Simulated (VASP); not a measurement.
Here is a VASP 6.6.1 calculation.

Contents of INCAR:

```
PREC = Accurate
ENCUT = 520
EDIFF = 1E-6
ISMEAR = 0
SIGMA = 0.02
LREAL = Auto
LASPH = True
NELM = 150
ALGO = Normal
ISIF = 2
LWAVE = False
LCHARG = False
ISPIN = 2
MAGMOM = 0 0 0 0 0 0 0 0 0 0 0 0 0 0 0 0 0 0 0
LORBIT = 11
GGA = PS
NBANDS = 56
```

KPOINTS

```
Automatic mesh
0
Gamma
  2 2 1
```

The input POSCAR:

```
LiC18
1.0
    7.3980000000      0.0000000000      0.0000000000
   -3.6990000000      6.4068560000      0.0000000000
    0.0000000000      0.0000000000     13.0000000000
C Li
18 1
Direct
   -0.0012662917     -0.0042254735      0.0782829231
    0.2205562261      0.1063376483      0.0792761538
   -0.0021526240      0.3287390883      0.0783916154
    0.2200771927      0.4399362183      0.0775073846
   -0.0016078251      0.6622969207      0.0779210000
    0.2201645208      0.7741884631      0.0761059231
    0.3319686591     -0.0040102353      0.0774869231
    0.5541723781      0.1070909039      0.0774883077
    0.3316455369      0.3284813956      0.0796522308
    0.5544957614      0.4399060943      0.0796571538
    0.3312660237      0.6631973623      0.0735026154
    0.5548743525      0.7749993132      0.0735206923
    0.6659750665     -0.0029076664      0.0761175385
    0.8877472615      0.1069738418      0.0779257692
    0.6655837496      0.3288514679      0.0792763846
    0.8874060937      0.4401111871      0.0782786154
    0.6660618251      0.6629276513      0.0775263077
    0.8882908585      0.7739607383      0.0784015385
    0.4428843365      0.6048673484      0.2098352308
```

Potentials or basis: VASP PAW PBE potentials, release 64 (C, Li_sv).

The run is started by

```console
$ cat potpaw_PBE.64/C/POTCAR potpaw_PBE.64/Li_sv/POTCAR > POTCAR
$ mpirun -np 1 vasp_std > vasp.out
```

Question: Predict the largest force.

Answer: 0.439 eV/Å.

Question: Predict the net moment.

Answer: 0.00 μB per cell.

Forces on the atoms (eV/Å):
```
C   -0.010  0.026 -0.004
C   -0.011  0.030  0.002
C   -0.008  0.026 -0.002
C   -0.017  0.017  0.001
C   -0.010  0.021 -0.003
C   -0.006  0.016  0.002
C   -0.010  0.021  0.006
C   -0.012  0.019 -0.001
C   -0.016  0.022  0.007
C   -0.016  0.014  0.009
C   -0.020  0.017  0.021
C   -0.020  0.026  0.018
C   -0.012  0.023  0.001
C   -0.007  0.023 -0.003
C   -0.012  0.014  0.004
C   -0.010  0.022  0.002
C   -0.013  0.019 -0.003
C   -0.012  0.021 -0.002
Li   0.220 -0.377 -0.053
```

Caveat: the k points lie up to 0.49 Å⁻¹ apart; there is no dipole correction, which matters where the two faces differ; no moment was typed at the start, so none could form; the PAW data sets were made with another functional, which shifts forces and pressure a little.
